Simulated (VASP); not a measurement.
# NdMo (P6/mmm) in VASP: notebook

The runs below take NdMo through single point, with PBE.

Everything below comes from runs of VASP 6.6.1. Logs are shortened: lines on timing, memory, paths and dates and some standing lists are left out, and cuts for length are marked.

### 1 The cell of the first run

The structure is hexagonal, space group P6/mmm (No. 191). The conventional cell has a = 4.131 Å, b = 4.131 Å, c = 8.345 Å, α = 90.00°, β = 90.00°, γ = 120.00°. Within 4.4 Å of Nd (site symmetry 6mm) lie 6 Mo at 3.32 Å and 7 Nd at 3.74 to 4.13 Å. Mo (site symmetry -6m2) has 3 Mo at 2.38 Å and 6 Nd at 3.32 Å within 3.4 Å.

The cell was generated, and may not be a known phase.

### 2 Single point, PBE

File INCAR:

```
PREC = Accurate
ENCUT = 500
EDIFF = 1E-6
ISMEAR = 0
SIGMA = 0.2
LREAL = False
LASPH = True
NELM = 200
ALGO = Normal
ISIF = 2
LWAVE = False
LCHARG = True
GGA = PE
LELF = True
LVHAR = True
NBANDS = 33
GGA_COMPAT = False
LMAXMIX = 6
```

File KPOINTS:

```
Automatic mesh
0
Gamma
  6 6 3
```

File POSCAR:

```
NdMo
1.0
    4.1308335019      0.0000000000      0.0000000000
   -2.0654167509      3.5774067514      0.0000000000
    0.0000000000      0.0000000000      8.3450079609
Nd Mo
2 2
Direct
    0.0000000000      0.0000000000      0.2238904704
    0.0000000000      0.0000000000      0.7761095296
    0.3333333333      0.6666666667      0.5000000000
    0.6666666667      0.3333333333      0.5000000000
```

Potentials or basis: VASP PAW PBE potentials, release 64 (Nd_3, Mo_sv), 4f in core.

Command:

```bash
cat potpaw_PBE.64/Nd_3/POTCAR potpaw_PBE.64/Mo_sv/POTCAR > POTCAR
mpirun -np 1 vasp_std > vasp.out
```

OUTCAR:

```text
PREC = Accurate
   ENCUT = 500
   EDIFF = 1E-6
   ISMEAR = 0
   LREAL = False
   LASPH = True
   NELM = 200
   ISIF = 2
   GGA = PE

 ion  position               nearest neighbor table
   1  0.000  0.000  0.224-   3 3.32   4 3.32   3 3.32   4 3.32   4 3.32   3 3.32   2 3.74
   2  0.000  0.000  0.776-   3 3.32   4 3.32   3 3.32   4 3.32   4 3.32   3 3.32   1 3.74
   3  0.333  0.667  0.500-   4 2.38   4 2.38   4 2.38   1 3.32   2 3.32   2 3.32   1 3.32   2 3.32
                             1 3.32
   4  0.667  0.333  0.500-   3 2.38   3 2.38   3 2.38   1 3.32   2 3.32   1 3.32   2 3.32   1 3.32
                             2 3.32

  LATTYP: Found a hexagonal cell.
 ALAT       =     4.1308335019
 C/A-ratio  =     2.0201753368

  Lattice vectors:

 A1 = (   4.1308335019,   0.0000000000,   0.0000000000)
 A2 = (  -2.0654167509,   3.5774067514,   0.0000000000)
 A3 = (   0.0000000000,   0.0000000000,   8.3450079609)

Analysis of symmetry for initial positions (statically):
=====================================================================
 Subroutine PRICEL returns:
 Original cell was already a primitive cell.

 Routine SETGRP: Setting up the symmetry group for a
 hexagonal supercell.

 Subroutine GETGRP returns: Found 24 space group operations
 (whereof 24 operations were pure point group operations)
 out of a pool of 24 trial point group operations.

The static configuration has the point symmetry D_6h.

Analysis of symmetry for dynamics (positions and initial velocities):
=====================================================================
 Subroutine PRICEL returns:
 Original cell was already a primitive cell.

 Routine SETGRP: Setting up the symmetry group for a
 hexagonal supercell.

 Subroutine GETGRP returns: Found 24 space group operations
 (whereof 24 operations were pure point group operations)
 out of a pool of 24 trial point group operations.

The dynamic configuration has the point symmetry D_6h.

 Subroutine INISYM returns: Found 24 space group operations
 (whereof 24 operations are pure point group operations),
 and found     1 'primitive' translations

----------------------------------------------------------------------------------------

                                     Primitive cell

  volume of cell :     123.3198

  direct lattice vectors                    reciprocal lattice vectors
     4.130833502  0.000000000  0.000000000     0.242081894  0.139766047  0.000000000
    -2.065416751  3.577406751  0.000000000     0.000000000  0.279532094  0.000000000
     0.000000000  0.000000000  8.345007961     0.000000000  0.000000000  0.119832121

  length of vectors
     4.130833502  4.130833502  8.345007961     0.279532094  0.279532094  0.119832121

  position of ions in fractional coordinates (direct lattice)
     0.000000000  0.000000000  0.223890470
     0.000000000  0.000000000  0.776109530
     0.333333333  0.666666667  0.500000000
     0.666666667  0.333333333  0.500000000

  ion indices of the primitive-cell ions
   primitive index   ion index
                 1           1
                 2           2
                 3           3
                 4           4

----------------------------------------------------------------------------------------

 KPOINTS: Automatic mesh

Automatic generation of k-mesh.
 Grid dimensions read from file:
 generate k-points for:    6    6    3

 Generating k-lattice:

  Cartesian coordinates                     Fractional coordinates (reciprocal lattice)
     0.040346982  0.023294341  0.000000000     0.166666667 -0.000000000  0.000000000
     0.000000000  0.046588682  0.000000000     0.000000000  0.166666667  0.000000000
     0.000000000  0.000000000  0.039944040     0.000000000  0.000000000  0.333333333

  Length of vectors
     0.046588682  0.046588682  0.039944040

  Shift w.r.t. Gamma in fractional coordinates (k-lattice)
     0.000000000  0.000000000  0.000000000

 Subroutine IBZKPT returns following result:
 ===========================================

 Found     14 irreducible k-points:

 Following reciprocal coordinates:
            Coordinates               Weight
  0.000000  0.000000  0.000000      1.000000
  0.166667  0.000000  0.000000      6.000000
  0.333333  0.000000  0.000000      6.000000
  0.500000 -0.000000  0.000000      3.000000
  0.166667  0.166667  0.000000      6.000000
  0.333333  0.166667  0.000000     12.000000
  0.333333  0.333333  0.000000      2.000000
  0.000000  0.000000  0.333333      2.000000
  0.166667  0.000000  0.333333     12.000000
  0.333333  0.000000  0.333333     12.000000
  0.500000 -0.000000  0.333333      6.000000
  0.166667  0.166667  0.333333     12.000000
  0.333333  0.166667  0.333333     24.000000
  0.333333  0.333333  0.333333      4.000000
   k-points           NKPTS =     14   k-points in BZ     NKDIM =     14   number of bands    NBANDS=     33
   number of dos      NEDOS =    301   number of ions     NIONS =      4
   total plane-waves  NPLWV =  57600
   dimension x,y,z NGX =    30 NGY =   30 NGZ =   64
   dimension x,y,z NGXF=    60 NGYF=   60 NGZF=  128
   ions per type =               2   2
   NGX,Y,Z   is equivalent  to a cutoff of  12.07, 12.07, 12.75 a.u.
   NGXF,Y,Z  is equivalent  to a cutoff of  24.15, 24.15, 25.50 a.u.
 SYSTEM =  unknown system
   PREC   = accura    normal or accurate (medium, high low for compatibility)
   ISTART =      0    job   : 0-new  1-cont  2-samecut
   ICHARG =      2    charge: 1-file 2-atom 10-const
   ISPIN  =      1    spin polarized calculation?
   LNONCOLLINEAR =      F non collinear calculations
   LSORBIT =      F    spin-orbit coupling
   LASPH  =      T    aspherical Exc in radial PAW
   ENCUT  =  500.0 eV  36.75 Ry    6.06 a.u.   7.53  7.53 15.21*2*pi/ulx,y,z
   NELM   =    200;   NELMIN=  2; NELMDL= -5     # of ELM steps
   EDIFF  = 0.1E-05   stopping-criterion for ELM
   LREAL  =      F    real-space projection
[... 7 lines left out ...]
   TEBEG  =    0.0;   TEEND  =   0.0 temperature during run
   PSTRESS=    0.0 pullay stress
   NELECT =      50.0000    total number of electrons
   NUPDOWN=      -1.0000    fix difference up-down
   EMIN   =  10.00;   EMAX   =-10.00  energy-range for DOS
   EFERMI =   0.00;   METHOD = LEGACY
   ISMEAR =     0;   SIGMA  =   0.20  broadening in eV -4-tet -1-fermi 0-gaus
   EFERMI_NEDOS =   21; number of points for ismear=-14 and -15
   IALGO  =     38    algorithm
   IMIX   =      4    mixing-type and parameters
     AMIX     =   0.40;   BMIX     =  1.00
     AMIX_MAG =   1.60;   BMIX_MAG =  1.00
  volume/ion in A,a.u.               =      30.83       208.05
  Fermi-wavevector in a.u.,A,eV,Ry     =   1.211678  2.289740 19.975580  1.468164
  Thomas-Fermi vector in A             =   2.347186
   LORBIT       =      0    0 simple, 1 ext, 2 COOP (PROOUT), +10 PAW based schemes
   GGA     = PE    functional components
   LHFCALC =     F    Hartree Fock is set to
   AEXX    =    0.0000 exact exchange contribution
   IVDW    =     0    specifies the selected vdW correction
   LEPSILON=     F    determine dielectric tensor
   LRPA    =     F    only Hartree local field effects (RPA)
 non-spin polarized calculation
 Gauss-broadening in eV      SIGMA  =   0.20
  energy-cutoff  :      500.00
  volume of cell :      123.32
 maximum number of plane-waves:      3150
   NGX = 15   NGY = 15   NGZ = 31

 number of electron      50.0000002 magnetization

 Free energy of the ion-electron system (eV)
  ---------------------------------------------------
  ext. energy  EPLUGINS =         0.00000000
  ---------------------------------------------------
  free energy    TOTEN  =       -29.51957343 eV

  energy without entropy =      -29.41798394  energy(sigma->0) =      -29.46877869

 E-fermi :   4.5792     XC(G=0):  -9.7567

 val. band max:        4.5509982943   @ k =   0.5000  -0.0000   0.3333
 cond. band min:       4.5803441522   @ k =   0.3333   0.3333   0.3333
 fundamental gap:      0.0293458579
 Fermi energy:         4.5791943401

 k-point     1 :       0.0000    0.0000    0.0000
  band No.  band energies     occupation
      1     -56.2625      2.00000
      2     -55.5551      2.00000
      3     -33.6631      2.00000
      4     -33.6502      2.00000
      5     -31.1188      2.00000
      6     -31.1188      2.00000
[... 25 lines left out ...]
     32       6.3142      0.00000
     33       7.2714      0.00000

 k-point     2 :       0.1667    0.0000    0.0000
  band No.  band energies     occupation
      1     -56.2226      2.00000
      2     -55.5989      2.00000
      3     -33.6593      2.00000
      4     -33.6450      2.00000
      5     -31.1627      2.00000
      6     -31.0317      2.00000
[... 25 lines left out ...]
     32       6.9154      0.00000
     33       7.1892      0.00000

 k-point     3 :       0.3333    0.0000    0.0000
  band No.  band energies     occupation
      1     -56.1187      2.00000
      2     -55.7106      2.00000
      3     -33.6520      2.00000
      4     -33.6345      2.00000
      5     -31.2438      2.00000
      6     -30.8230      2.00000
[... 25 lines left out ...]
     32       7.1733      0.00000
     33       7.3023      0.00000

 k-point     4 :       0.5000   -0.0000    0.0000
  band No.  band energies     occupation
      1     -56.0343      2.00000
      2     -55.7988      2.00000
      3     -33.6484      2.00000
      4     -33.6293      2.00000
      5     -31.2816      2.00000
      6     -30.6870      2.00000
[... 25 lines left out ...]
     32       7.4384      0.00000
     33       7.5712      0.00000

 k-point     5 :       0.1667    0.1667    0.0000
  band No.  band energies     occupation
      1     -56.1493      2.00000
      2     -55.6780      2.00000
      3     -33.6539      2.00000
      4     -33.6371      2.00000
      5     -31.2400      2.00000
      6     -30.8556      2.00000
[... 25 lines left out ...]
     32       6.9680      0.00000
     33       7.1561      0.00000

 k-point     6 :       0.3333    0.1667    0.0000
  band No.  band energies     occupation
      1     -56.0343      2.00000
      2     -55.7988      2.00000
      3     -33.6487      2.00000
      4     -33.6293      2.00000
      5     -31.3171      2.00000
      6     -30.5914      2.00000
[... 25 lines left out ...]
     32       7.5897      0.00000
     33       7.9285      0.00000

 k-point     7 :       0.3333    0.3333    0.0000
  band No.  band energies     occupation
      1     -55.9175      2.00000
      2     -55.9175      2.00000
      3     -33.6474      2.00000
      4     -33.6267      2.00000
      5     -31.3649      2.00000
      6     -30.2029      2.00000
[... 25 lines left out ...]
     32       7.8386      0.00000
     33       8.2292      0.00000

 k-point     8 :       0.0000    0.0000    0.3333
  band No.  band energies     occupation
      1     -56.2626      2.00000
      2     -55.5551      2.00000
      3     -33.6660      2.00000
      4     -33.6473      2.00000
      5     -31.1188      2.00000
      6     -31.1188      2.00000
[... 25 lines left out ...]
     32       6.3209      0.00000
     33       7.0553      0.00000

 k-point     9 :       0.1667    0.0000    0.3333
  band No.  band energies     occupation
      1     -56.2226      2.00000
      2     -55.5989      2.00000
      3     -33.6610      2.00000
      4     -33.6433      2.00000
      5     -31.1627      2.00000
      6     -31.0317      2.00000
[... 25 lines left out ...]
     32       6.5556      0.00000
     33       6.8573      0.00000

 k-point    10 :       0.3333    0.0000    0.3333
  band No.  band energies     occupation
      1     -56.1187      2.00000
      2     -55.7106      2.00000
      3     -33.6511      2.00000
      4     -33.6353      2.00000
      5     -31.2438      2.00000
      6     -30.8230      2.00000
[... 25 lines left out ...]
     32       7.3716      0.00000
     33       7.4420      0.00000

 k-point    11 :       0.5000   -0.0000    0.3333
  band No.  band energies     occupation
      1     -56.0343      2.00000
      2     -55.7988      2.00000
      3     -33.6464      2.00000
      4     -33.6313      2.00000
      5     -31.2816      2.00000
      6     -30.6869      2.00000
[... 25 lines left out ...]
     32       7.4867      0.00000
     33       7.5282      0.00000

 k-point    12 :       0.1667    0.1667    0.3333
  band No.  band energies     occupation
      1     -56.1493      2.00000
      2     -55.6780      2.00000
      3     -33.6536      2.00000
      4     -33.6374      2.00000
      5     -31.2400      2.00000
      6     -30.8556      2.00000
[... 25 lines left out ...]
     32       7.1020      0.00000
     33       7.4099      0.00000

 k-point    13 :       0.3333    0.1667    0.3333
  band No.  band energies     occupation
      1     -56.0343      2.00000
      2     -55.7988      2.00000
      3     -33.6465      2.00000
      4     -33.6315      2.00000
      5     -31.3171      2.00000
      6     -30.5914      2.00000
[... 25 lines left out ...]
     32       7.2598      0.00000
     33       7.7725      0.00000

 k-point    14 :       0.3333    0.3333    0.3333
  band No.  band energies     occupation
      1     -55.9175      2.00000
      2     -55.9175      2.00000
      3     -33.6443      2.00000
      4     -33.6298      2.00000
      5     -31.3649      2.00000
      6     -30.2029      2.00000
[... 25 lines left out ...]
     32       6.8458      0.00000
     33       7.7017      0.00000

------------------------ aborting loop because EDIFF is reached ----------------------------------------

  FORCE on cell =-STRESS in cart. coord.  units (eV):
  Direction    XX          YY          ZZ          XY          YZ          ZX
  --------------------------------------------------------------------------------------
  -------------------------------------------------------------------------------------
  Total        0.7240739      0.7240739     -0.0127246      0.0000000     -0.0000000      0.0000000
  in kB        9.4072075      9.4072075     -0.1653187      0.0000000     -0.0000000      0.0000000
  external PRESSURE =       6.2163654 kB  Pullay stress =       0.0000000 kB

 VOLUME and BASIS-vectors are now :
 -----------------------------------------------------------------------------
  energy-cutoff  :      500.00
  volume of cell :      123.32
      direct lattice vectors                 reciprocal lattice vectors
     4.130833502  0.000000000  0.000000000     0.242081894  0.139766047  0.000000000
    -2.065416751  3.577406751  0.000000000     0.000000000  0.279532094  0.000000000
     0.000000000  0.000000000  8.345007961     0.000000000  0.000000000  0.119832121

 POSITION                                       TOTAL-FORCE (eV/Angst)
 -----------------------------------------------------------------------------------
      0.00000      0.00000      1.86837         0.000000      0.000000      0.030120
      0.00000      0.00000      6.47664         0.000000      0.000000     -0.030120
     -0.00000      2.38494      4.17250        -0.000000     -0.000000     -0.000000
      2.06542      1.19247      4.17250         0.000000     -0.000000      0.000000
 -----------------------------------------------------------------------------------
    total drift:                                0.000000     -0.000000      0.000000

  FREE ENERGIE OF THE ION-ELECTRON SYSTEM (eV)
  ---------------------------------------------------
  free  energy   TOTEN  =       -29.5195734345 eV

  energy  without entropy=      -29.4179839397  energy(sigma->0) =      -29.46877869
```

Wall time 32 s (1 thread of AMD EPYC 9R45 (Zen 5), shared host); peak memory 0.21 GiB.

What came out:

```
Free energy            : -29.5196 eV
Pressure               : 0.6 GPa
Largest force          : 0.030 eV/Å
Band gap on the k mesh : zero (bands 25 and 26 overlap by 0.41 eV)
```

Forces on the atoms (eV/Å):
```
Nd   0.000  0.000  0.030
Nd   0.000  0.000 -0.030
Mo   0.000  0.000  0.000
Mo   0.000  0.000  0.000
```

Stress tensor (GPa, compression positive):
```
 0.94  0.00  0.00
 0.00  0.94  0.00
 0.00  0.00 -0.02
```

Caveat: spin-orbit coupling is left out, which moves the levels of the heavy elements; the 4f electrons are frozen in the core, so they carry no moment and show no levels.

(Part 1 of 2 ends here.)

The gap in the log of VASP goes by the Fermi energy; the results here count the filled bands.